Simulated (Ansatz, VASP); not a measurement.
# One calculation of Nb, two programs

INCAR

```
SYSTEM = Nb
PREC     = Accurate       ! precision mode
ENCUT    = 520            ! plane-wave cutoff, eV
EDIFF    = 1E-6           ! SCF threshold, eV
ISMEAR   = 0              ! smearing method
SIGMA    = 0.15           ! smearing width, eV
LREAL    = .False.        ! projectors in reciprocal space
LASPH    = .True.         ! aspherical terms in the spheres
NELM     = 60             ! most SCF steps
ALGO     = Normal         ! electronic algorithm
ISIF     = 2              ! what is computed and relaxed
LWAVE    = .False.        ! write WAVECAR
LCHARG   = .True.         ! write CHGCAR
GGA      = PS             ! functional
LELF     = .True.         ! ELF
LVHAR    = .True.       
NBANDS   = 12             ! bands
```

Contents of KPOINTS:

```
regular mesh
0
Gamma
  20 20 20
  0 0 0
```

File POSCAR:

```
Nb
1.0
   -1.6140315000      1.6140315000      1.6389907500
    1.6140315000     -1.6140315000      1.6389907500
    1.6140315000      1.6140315000     -1.6389907500
Nb
1
Direct
    0.0000000000      0.0000000000      0.0000000000
```

Input for Ansatz:

```yaml
crystal:
  lattice:
    - [-1.6140315, 1.6140315, 1.63899075]
    - [1.6140315, -1.6140315, 1.63899075]
    - [1.6140315, 1.6140315, -1.63899075]
  atoms:
    - { symbol: Nb, position: [0.0, 0.0, 0.0] }
basis:
  ecutwfc: 420
kpoints:
  mp_grid: { grid: [20, 20, 20] }
hamiltonian:
  xc: pbesol
scf:
  occupations: { method: gaussian, width: 0.15 }
output:
  forces: true
  stress: true
  eigenvalues: true
```

Change from the starting cell: strain -0.030 along x and y, -0.015 along z, atoms carried along.

Alike in both runs: task single point; functional PBEsol; k mesh 20 × 20 × 20; occupations gaussian, width 0.15 eV; no spin polarisation.

|  | VASP | Ansatz |
| --- | --- | --- |
| version | VASP 6.6.1 | Ansatz 0.2.0 |
| potentials or method | VASP PAW PBE potentials, release 64 (Nb_sv), cutoff 520 eV | scalar-relativistic, plane waves, PAW |
| valence electrons in the cell | 13 | 13 |

|  | VASP | Ansatz | Ansatz less VASP |
| --- | --- | --- | --- |
| gap on the k mesh at the Fermi level (eV) | none | none | - |
| pressure (GPa) | 4.4 | 4.7 | +0.32 |
| traceless stress, the component that is largest in VASP (GPa) | -1.42 | -1.43 | -0.003 |

VASP's potentials were made for PBE, not for PBEsol. A gap of «none» marks a metal or a gap that the smearing closes.
